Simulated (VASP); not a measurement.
# Ta16O in VASP: a series of runs

Runs on Ta16O. Level: PBE. Tasks: single point.

Everything below comes from runs of VASP 6.6.1. Logs are shortened: lines on timing, memory, paths and dates and some standing lists are left out, and cuts for length are marked.

### Step 1. The cell of the first run

The cell holds a slab with vacuum, 17 atoms: a = 6.638 Å, b = 6.638 Å, c = 20.300 Å, α = 90.00°, β = 90.00°, γ = 90.00°.

### Step 2. Single point, PBE

File INCAR:

```
SYSTEM = Ta16O
PREC     = Accurate       ! precision mode
ENCUT    = 520            ! plane-wave cutoff, eV
EDIFF    = 1E-7           ! SCF threshold, eV
ISMEAR   = 0              ! smearing method
SIGMA    = 0.1            ! smearing width, eV
LREAL    = Auto         
LASPH    = .TRUE.         ! aspherical terms in the spheres
NELM     = 100            ! most SCF steps
ALGO     = Normal         ! electronic algorithm
ISIF     = 2              ! what is computed and relaxed
LWAVE    = .FALSE.        ! write WAVECAR
LCHARG   = .FALSE.        ! write CHGCAR
LDIPOL   = .TRUE.       
IDIPOL   = 3            
DIPOL    = 0.5 0.5 0.328
GGA      = PE             ! functional
NBANDS   = 105            ! bands
```

File KPOINTS:

```
Automatic mesh
0
G
  4 4 1
  0 0 0
```

File POSCAR:

```
Ta16O
1.0
    6.6379342675      0.0000000000      0.0000000000
    0.0000000000      6.6379342675      0.0000000000
    0.0000000000      0.0000000000     20.2996557315
Ta O
16 1
Direct
    0.2500000000      0.2500000000      0.1970476767
    0.2500000000      0.7500000000      0.1970476767
    0.7500000000      0.2500000000      0.1970476767
    0.7500000000      0.7500000000      0.1970476767
    0.0000000000      0.0000000000      0.2787970221
    0.0000000000      0.5000000000      0.2787970221
    0.5000000000      0.0000000000      0.2787970221
    0.5000000000      0.5000000000      0.2787970221
    0.2500000000      0.2500000000      0.3599139031
    0.2500000000      0.7500000000      0.3599139031
    0.7500000000      0.2500000000      0.3599139031
    0.7500000000      0.7500000000      0.3599139031
    0.0000000000      0.0000000000      0.4334879294
    0.0000000000      0.5000000000      0.4334879294
    0.5000000000      0.0000000000      0.4334879294
    0.5000000000      0.5000000000      0.4334879294
    0.1250000000      0.1250000000      0.5020705096
```

Potentials or basis: VASP PAW PBE potentials, release 64 (Ta_pv, O).

Command:

```
$ cat potpaw_PBE.64/Ta_pv/POTCAR potpaw_PBE.64/O/POTCAR > POTCAR
$ mpirun -np 1 vasp_std > vasp.out
```

OUTCAR:

```text
SYSTEM = Ta16O
   PREC = Accurate
   ENCUT = 520
   EDIFF = 1E-7
   ISMEAR = 0
   LREAL = Auto
   LASPH = .TRUE.
   NELM = 100
   ISIF = 2
   GGA = PE

 ion  position               nearest neighbor table
   1  0.250  0.250  0.197-   5 2.87   6 2.87   7 2.87   8 2.87   9 3.31   3 3.32   2 3.32   2 3.32
                             3 3.32
   2  0.250  0.750  0.197-   5 2.87   6 2.87   7 2.87   8 2.87  10 3.31   4 3.32   1 3.32   1 3.32
                             4 3.32
   3  0.750  0.250  0.197-   5 2.87   6 2.87   7 2.87   8 2.87  11 3.31   4 3.32   1 3.32   4 3.32
                             1 3.32
   4  0.750  0.750  0.197-   5 2.87   6 2.87   7 2.87   8 2.87  12 3.31   3 3.32   2 3.32   3 3.32
                             2 3.32
   5  0.000  0.000  0.279-   9 2.87  10 2.87  11 2.87  12 2.87   1 2.87   2 2.87   3 2.87   4 2.87
                            13 3.14   7 3.32   6 3.32   6 3.32   7 3.32
   6  0.000  0.500  0.279-   9 2.87  10 2.87  11 2.87  12 2.87   1 2.87   2 2.87   3 2.87   4 2.87
                            14 3.14   8 3.32   5 3.32   5 3.32   8 3.32
   7  0.500  0.000  0.279-   9 2.87  10 2.87  11 2.87  12 2.87   1 2.87   2 2.87   3 2.87   4 2.87
                            15 3.14   8 3.32   5 3.32   8 3.32   5 3.32
   8  0.500  0.500  0.279-   9 2.87  10 2.87  11 2.87  12 2.87   1 2.87   2 2.87   3 2.87   4 2.87
                            16 3.14   7 3.32   6 3.32   7 3.32   6 3.32
   9  0.250  0.250  0.360-  13 2.78  14 2.78  15 2.78  16 2.78   5 2.87   6 2.87   7 2.87   8 2.87
                             1 3.31  10 3.32  11 3.32  10 3.32  11 3.32
  10  0.250  0.750  0.360-  13 2.78  14 2.78  15 2.78  16 2.78   5 2.87   6 2.87   7 2.87   8 2.87
                             2 3.31   9 3.32  12 3.32   9 3.32  12 3.32
  11  0.750  0.250  0.360-  13 2.78  14 2.78  15 2.78  16 2.78   5 2.87   6 2.87   7 2.87   8 2.87
                             3 3.31   9 3.32  12 3.32  12 3.32   9 3.32
  12  0.750  0.750  0.360-  13 2.78  14 2.78  15 2.78  16 2.78   5 2.87   6 2.87   7 2.87   8 2.87
                             4 3.31  10 3.32  11 3.32  11 3.32  10 3.32
  13  0.000  0.000  0.433-  17 1.82  10 2.78  11 2.78  12 2.78   9 2.78   5 3.14  15 3.32  14 3.32
                            14 3.32  15 3.32
  14  0.000  0.500  0.433-   9 2.78  10 2.78  11 2.78  12 2.78   6 3.14  13 3.32  16 3.32  13 3.32
                            16 3.32
  15  0.500  0.000  0.433-   9 2.78  10 2.78  11 2.78  12 2.78   7 3.14  13 3.32  16 3.32  16 3.32
                            13 3.32
  16  0.500  0.500  0.433-   9 2.78  10 2.78  11 2.78  12 2.78   8 3.14  14 3.32  15 3.32  15 3.32
                            14 3.32
  17  0.125  0.125  0.502-  13 1.82

  LATTYP: Found a simple tetragonal cell.
 ALAT       =     6.6379342675
 C/A-ratio  =     3.0581284649

  Lattice vectors:

 A1 = (   6.6379342675,   0.0000000000,   0.0000000000)
 A2 = (   0.0000000000,   6.6379342675,   0.0000000000)
 A3 = (   0.0000000000,   0.0000000000,  20.2996557315)

Analysis of symmetry for initial positions (statically):
=====================================================================
 Subroutine PRICEL returns:
 Original cell was already a primitive cell.

 Routine SETGRP: Setting up the symmetry group for a
 simple tetragonal supercell.

 Subroutine GETGRP returns: Found  2 space group operations
 (whereof  2 operations were pure point group operations)
 out of a pool of 16 trial point group operations.

The static configuration has the point symmetry C_1h.

Analysis of symmetry for dynamics (positions and initial velocities):
=====================================================================
 Subroutine PRICEL returns:
 Original cell was already a primitive cell.

 Routine SETGRP: Setting up the symmetry group for a
 simple tetragonal supercell.

 Subroutine GETGRP returns: Found  2 space group operations
 (whereof  2 operations were pure point group operations)
 out of a pool of 16 trial point group operations.

The dynamic configuration has the point symmetry C_1h.

 Subroutine INISYM returns: Found  2 space group operations
 (whereof  2 operations are pure point group operations),
 and found     1 'primitive' translations

----------------------------------------------------------------------------------------

                                     Primitive cell

  volume of cell :     894.4469

  direct lattice vectors                    reciprocal lattice vectors
     6.637934268  0.000000000  0.000000000     0.150649277  0.000000000  0.000000000
     0.000000000  6.637934268  0.000000000     0.000000000  0.150649277  0.000000000
     0.000000000  0.000000000 20.299655731     0.000000000  0.000000000  0.049261919

  length of vectors
[... 60 lines left out ...]
     0.000000000  0.000000000  0.000000000

 Subroutine IBZKPT returns following result:
 ===========================================

 Found      7 irreducible k-points:

 Following reciprocal coordinates:
            Coordinates               Weight
  0.000000  0.000000  0.000000      1.000000
  0.250000  0.000000  0.000000      4.000000
  0.500000  0.000000  0.000000      2.000000
  0.250000  0.250000  0.000000      2.000000
 -0.250000  0.250000  0.000000      2.000000
  0.500000  0.250000  0.000000      4.000000
  0.500000  0.500000  0.000000      1.000000
   k-points           NKPTS =      7   k-points in BZ     NKDIM =      7   number of bands    NBANDS=    105
   number of dos      NEDOS =    301   number of ions     NIONS =     17
   total plane-waves  NPLWV = 400000
   dimension x,y,z NGX =    50 NGY =   50 NGZ =  160
   dimension x,y,z NGXF=   100 NGYF=  100 NGZF=  320
   ions per type =              16   1
   NGX,Y,Z   is equivalent  to a cutoff of  12.52, 12.52, 13.10 a.u.
   NGXF,Y,Z  is equivalent  to a cutoff of  25.04, 25.04, 26.21 a.u.
 SYSTEM =  Ta16O
   PREC   = accura    normal or accurate (medium, high low for compatibility)
   ISTART =      0    job   : 0-new  1-cont  2-samecut
   ICHARG =      2    charge: 1-file 2-atom 10-const
   ISPIN  =      1    spin polarized calculation?
   LNONCOLLINEAR =      F non collinear calculations
   LSORBIT =      F    spin-orbit coupling
   LASPH  =      T    aspherical Exc in radial PAW
   ENCUT  =  520.0 eV  38.22 Ry    6.18 a.u.  12.34 12.34 37.74*2*pi/ulx,y,z
   NELM   =    100;   NELMIN=  2; NELMDL= -5     # of ELM steps
   EDIFF  = 0.1E-06   stopping-criterion for ELM
   LREAL  =      T    real-space projection
   EDIFFG = 0.1E-05   stopping-criterion for IOM
   NSW    =      0    number of steps for IOM
   IBRION =     -1    ionic relax: 0-MD 1-quasi-New 2-CG
   NFREE  =      0    steps in history (QN), initial steepest desc. (CG)
   ISIF   =      2    stress and relaxation
   ISYM   =      2    0-nonsym 1-usesym 2-fastsym
   POTIM  = 0.5000    time-step for ionic-motion
   TEBEG  =    0.0;   TEEND  =   0.0 temperature during run
   PSTRESS=    0.0 pullay stress
   NELECT =     182.0000    total number of electrons
   NUPDOWN=      -1.0000    fix difference up-down
   EMIN   =  10.00;   EMAX   =-10.00  energy-range for DOS
   EFERMI =   0.00;   METHOD = LEGACY
   ISMEAR =     0;   SIGMA  =   0.10  broadening in eV -4-tet -1-fermi 0-gaus
   EFERMI_NEDOS =   21; number of points for ismear=-14 and -15
   IALGO  =     38    algorithm
   IMIX   =      4    mixing-type and parameters
     AMIX     =   0.40;   BMIX     =  1.00
     AMIX_MAG =   1.60;   BMIX_MAG =  1.00
  volume/ion in A,a.u.               =      52.61       355.06
  Fermi-wavevector in a.u.,A,eV,Ry     =   0.962898  1.819614 12.614957  0.927173
  Thomas-Fermi vector in A             =   2.092397
   LORBIT       =      0    0 simple, 1 ext, 2 COOP (PROOUT), +10 PAW based schemes
   GGA     = PE    functional components
   LHFCALC =     F    Hartree Fock is set to
   AEXX    =    0.0000 exact exchange contribution
   IVDW    =     0    specifies the selected vdW correction
   LEPSILON=     F    determine dielectric tensor
   LRPA    =     F    only Hartree local field effects (RPA)
 non-spin polarized calculation
 Gauss-broadening in eV      SIGMA  =   0.10
  energy-cutoff  :      520.00
  volume of cell :      894.45
 maximum number of plane-waves:     24163
 NGX is ok and might be reduce to    50
   NGX = 25   NGY = 25   NGZ = 75

 dipolmoment           0.000000      0.000000     -2.278879 electrons x Angstroem

 number of electron     181.9999958 magnetization

 dipolmoment           0.000000      0.000000      0.038567 electrons x Angstroem

 Free energy of the ion-electron system (eV)
  ---------------------------------------------------
  ext. energy  EPLUGINS =         0.00000000
  ---------------------------------------------------
  free energy    TOTEN  =      -182.24526110 eV

  energy without entropy =     -182.16426118  energy(sigma->0) =     -182.20476114

 E-fermi :  -0.6140     XC(G=0):  -5.2890

 val. band max:       -0.6160515888   @ k =  -0.2500   0.2500   0.0000
 cond. band min:      -0.6013807592   @ k =   0.2500   0.2500   0.0000
 fundamental gap:      0.0146708296
 Fermi energy:        -0.6140441878

 k-point     1 :       0.0000    0.0000    0.0000
  band No.  band energies     occupation
      1     -35.6660      2.00000
      2     -35.6436      2.00000
      3     -35.6386      2.00000
      4     -35.6187      2.00000
      5     -35.6178      2.00000
      6     -35.6030      2.00000
[... 731 lines left out ...]
    102      -0.1283      0.00000
    103       0.1069      0.00000
 [bands above 103 left out]

------------------------ aborting loop because EDIFF is reached ----------------------------------------

 vacuum level on the upper side and lower side of the slab       (xc-potential included)        -0.013        -0.213

  FORCE on cell =-STRESS in cart. coord.  units (eV):
  Direction    XX          YY          ZZ          XY          YZ          ZX
  --------------------------------------------------------------------------------------
  -------------------------------------------------------------------------------------
  Total      -16.5886905    -16.5886905     -2.1155504      0.9293910      0.3877141      0.3877156
  in kB      -29.7144790    -29.7144790     -3.7894780      1.6647708      0.6944926      0.6944952
  external PRESSURE =     -21.0728120 kB  Pullay stress =       0.0000000 kB

 VOLUME and BASIS-vectors are now :
 -----------------------------------------------------------------------------
  energy-cutoff  :      520.00
  volume of cell :      894.45
      direct lattice vectors                 reciprocal lattice vectors
     6.637934268  0.000000000  0.000000000     0.150649277  0.000000000  0.000000000
     0.000000000  6.637934268  0.000000000     0.000000000  0.150649277  0.000000000
     0.000000000  0.000000000 20.299655731     0.000000000  0.000000000  0.049261919

 POSITION                                       TOTAL-FORCE (eV/Angst)
 -----------------------------------------------------------------------------------
      1.65948      1.65948      4.00000        -0.032941     -0.032941      0.923948
      1.65948      4.97845      4.00000         0.039907      0.039592      0.807371
      4.97845      1.65948      4.00000         0.039592      0.039907      0.807371
      4.97845      4.97845      4.00000         0.062478      0.062478      0.819846
      0.00000      0.00000      5.65948         0.071588      0.071588     -1.363603
      0.00000      3.31897      5.65948         0.076590     -0.066388     -0.748193
[... 9 lines left out ...]
      3.31897      3.31897      8.79966         0.043726      0.043726     -0.451503
      0.82974      0.82974     10.19186         0.480108      0.480108      0.225094
 -----------------------------------------------------------------------------------
    total drift:                               -0.000308     -0.000308      0.004655

  FREE ENERGIE OF THE ION-ELECTRON SYSTEM (eV)
  ---------------------------------------------------
  free  energy   TOTEN  =      -182.2452611016 eV

  energy  without entropy=     -182.1642611766  energy(sigma->0) =     -182.20476114

 vacuum level on the upper side and lower side of the slab         3.476         3.277
```

Wall time 22 min (1 thread of Intel Xeon 6975P-C (Granite Rapids), shared host); peak memory 1 GiB.

What came out:

```
Free energy            : -182.2453 eV
Largest force          : 1.810 eV/Å
Band gap on the k mesh : zero (bands 91 and 92 overlap by 0.46 eV)
```

Forces in eV/Å, atoms in the order of the input:
```
Ta  -0.033 -0.033  0.924
Ta   0.040  0.040  0.807
Ta   0.040  0.040  0.807
Ta   0.062  0.062  0.820
Ta   0.072  0.072 -1.364
Ta   0.077 -0.066 -0.748
Ta  -0.066  0.077 -0.748
Ta  -0.021 -0.021 -0.702
Ta   0.365  0.365 -0.909
Ta   0.218 -0.335 -0.360
Ta  -0.335  0.218 -0.360
Ta  -0.538 -0.538 -0.119
Ta  -0.510 -0.510  1.660
Ta   0.253 -0.147  0.259
Ta  -0.147  0.253  0.259
Ta   0.044  0.044 -0.452
O    0.480  0.480  0.225
```

Caveat: spin-orbit coupling is left out, which moves the levels of the heavy elements.

(Part 1 of 2 ends here.)
